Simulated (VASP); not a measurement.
Wanted: the native input for a VASP 6.6.1 run.

* Task: density of states
* Functional: LDA
* Potentials or basis: VASP PAW LDA potentials, release 64 (W_sv, C)
* Cutoff: 520 eV
* k mesh: 10 × 10 × 10
* Occupations: fermi-dirac, width 0.05 eV
* Spin: no spin polarisation
* Hubbard terms: W d U = 5.0 eV
* Dipole correction: no
* k mesh for the DOS: 15 × 15 × 15
* Occupations for the DOS: tetrahedron
* Further INCAR settings: ALGO = Normal; EDIFF = 1e-06

WC:

```
W C
1.0
     0.00000    2.19268    2.19268
     2.19268    0.00000    2.19268
     2.19268    2.19268    0.00000
W C
1 1
Cartesian
  0.0000 0.0000 0.0000
  2.1927 2.1927 2.1927
```

These files were run (other wordings do the same):

POSCAR

```
WC
1.0
    0.0000000000      2.1926840000      2.1926840000
    2.1926840000      0.0000000000      2.1926840000
    2.1926840000      2.1926840000      0.0000000000
W C
1 1
Direct
    0.0000000000      0.0000000000      0.0000000000
    0.5000000000      0.5000000000      0.5000000000
```

INCAR.step1

```
PREC = Accurate
ENCUT = 520
EDIFF = 1E-6
ISMEAR = -1
SIGMA = 0.05
LREAL = False
LASPH = True
NELM = 150
ALGO = Normal
ISIF = 2
LWAVE = False
LCHARG = True
LMAXMIX = 4
LDAU = True
LDAUTYPE = 2
LDAUL = 2 -1
LDAUU = 5 0
LDAUJ = 0 0
LDAUPRINT = 1
NBANDS = 16
```

KPOINTS.step1

```
regular mesh
0
Gamma
  10 10 10
```

INCAR.step2

```
PREC = Accurate
ENCUT = 520
EDIFF = 1E-6
ISMEAR = -5
SIGMA = 0.05
LREAL = False
LASPH = True
NELM = 150
ALGO = Normal
ISIF = 2
LWAVE = False
LCHARG = False
LMAXMIX = 4
LDAU = True
LDAUTYPE = 2
LDAUL = 2 -1
LDAUU = 5 0
LDAUJ = 0 0
LDAUPRINT = 1
LORBIT = 11
NEDOS = 1001
ICHARG = 11
```

KPOINTS.step2

```
regular mesh
0
Gamma
  15 15 15
```

Potentials or basis: VASP PAW LDA potentials, release 64 (W_sv, C).

The run is started by

```console
$ cat potpaw_LDA.64/W_sv/POTCAR potpaw_LDA.64/C/POTCAR > POTCAR
$ cp INCAR.step1 INCAR
$ cp KPOINTS.step1 KPOINTS
$ mpirun -np 1 vasp_std > vasp.out
$ cp INCAR.step2 INCAR
$ cp KPOINTS.step2 KPOINTS
$ mpirun -np 1 vasp_std > vasp.out
```

It gave:

| Quantity | Value |
| --- | --- |
| Valence electrons inside the program's atomic spheres | W 11.99; C 2.46 |

Caveat: the bands computed are all filled at some k points, so no gap is given; spin-orbit coupling is left out, which moves the levels of the heavy elements; the U is typed as a test and isn't derived for this compound.

Run time: 11 s on 1 thread of Intel(R) Xeon(R) 6975P-C (Granite Rapids), with other jobs on the host, peak memory 0.15 GiB.
